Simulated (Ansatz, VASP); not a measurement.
# GaSb in VASP and in Ansatz

The input INCAR:

```
PREC = Accurate
ENCUT = 600
EDIFF = 1E-6
ISMEAR = -1
SIGMA = 0.15
LREAL = False
LASPH = True
NELM = 80
ALGO = Normal
ISIF = 3
LWAVE = False
LCHARG = False
GGA = PS
IBRION = 2
NSW = 80
EDIFFG = -0.001
```

KPOINTS

```
Automatic mesh
0
Gamma
  12 12 12
```

POSCAR

```
GaSb
1.0
    0.0000000000      3.0559490354      3.0559490354
    3.0559490354      0.0000000000      3.0559490354
    3.0559490354      3.0559490354      0.0000000000
Ga Sb
1 1
Direct
    0.0000000000      0.0000000000      0.0000000000
    0.2500000000      0.2500000000      0.2500000000
```

Input for Ansatz:

```yaml
crystal:
  lattice:
    - [0.0, 3.0559490345, 3.0559490345]
    - [3.0559490345, 0.0, 3.0559490345]
    - [3.0559490345, 3.0559490345, 0.0]
  atoms:
    - { symbol: Ga, position: [0.0, 0.0, 0.0] }
    - { symbol: Sb, position: [0.25, 0.25, 0.25] }
basis:
  ecutwfc: 420
kpoints:
  mp_grid: { grid: [12, 12, 12] }
hamiltonian:
  xc: pbesol
  pseudopotentials: { kind: paw, azcp: { folder: soft_1 } }
scf:
  occupations: { method: fermi_dirac, width: 0.15 }
output:
  forces: true
  stress: true
  eigenvalues: true
relax:
  adjacent_minimum: "off"
  f_tol: 0.001
  max_steps: 60
  cell: { stress_tol: 0.01 }
```

Alike in both runs: task relaxation of cell and atoms; functional PBEsol; k mesh 12 × 12 × 12; occupations fermi-dirac, width 0.15 eV; no spin polarisation.

|  | VASP | Ansatz |
| --- | --- | --- |
| version | VASP 6.6.1 | Ansatz 0.2.0 |
| potentials or method | VASP PAW PBE potentials, release 64 (Ga_d, Sb), cutoff 600 eV | scalar-relativistic, plane waves, PAW |
| valence electrons in the cell | 18 | 28 |

|  | VASP | Ansatz | Ansatz less VASP |
| --- | --- | --- | --- |
| gap on the k mesh at the Fermi level, each at its own relaxed structure (eV) | none | none | - |
| relaxed volume (Å³/atom) | 28.59 | 28.56 | -0.035 |
| relaxed cell length with the largest relative difference (Å) | 4.325 | 4.323 | -0.0018 |

VASP's potentials were made for PBE, not for PBEsol, and Ansatz warns of the same on its side. A gap of «none» marks a metal or a gap that the smearing closes. VASP's potentials hold 18 valence electrons a cell and Ansatz's 28, so a difference there can come from the potentials and not from the codes.

Spin-orbit coupling is off throughout.
